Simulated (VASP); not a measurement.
MgB2, 3 atoms in the cell. The structure is hexagonal, space group P6/mmm (No. 191). Conventional cell: a = 3.085 Å, b = 3.085 Å, c = 3.523 Å, α = 90.00°, β = 90.00°, γ = 120.00°. Within 3.3 Å of Mg (site symmetry 6/mmm) lie 12 B at 2.51 Å and 6 Mg at 3.08 to 3.09 Å. B (site symmetry -6m2) has 3 B at 1.78 Å within 2.4 Å. 

```yaml
Program: VASP 6.6.1
Task: single point
Functional: RPBE
Potentials_or_basis: VASP PAW PBE potentials, release 64 (Mg, B)
Cutoff: 520 eV
k_mesh: 10 × 10 × 8
Occupations: fermi-dirac, width 0.05 eV
Spin: no spin polarisation
Dipole_correction: no
Further_INCAR_settings: ALGO = Normal; EDIFF = 1e-06; NBANDS = 11
```

Potentials or basis: VASP PAW PBE potentials, release 64 (Mg, B).

Run with:

```bash
$ cat potpaw_PBE.64/Mg/POTCAR potpaw_PBE.64/B/POTCAR > POTCAR
$ mpirun -np 1 vasp_std > vasp.out
```

Hardware: 1 thread of Intel(R) Xeon(R) 6975P-C (Granite Rapids) (shared host).

Question: How long does it take, and how much memory?

Answer: Run time: 7.3 s on 1 thread of Intel(R) Xeon(R) 6975P-C (Granite Rapids) (shared host), peak memory 0.15 GiB. Counts: scf iterations 12, k points 70.
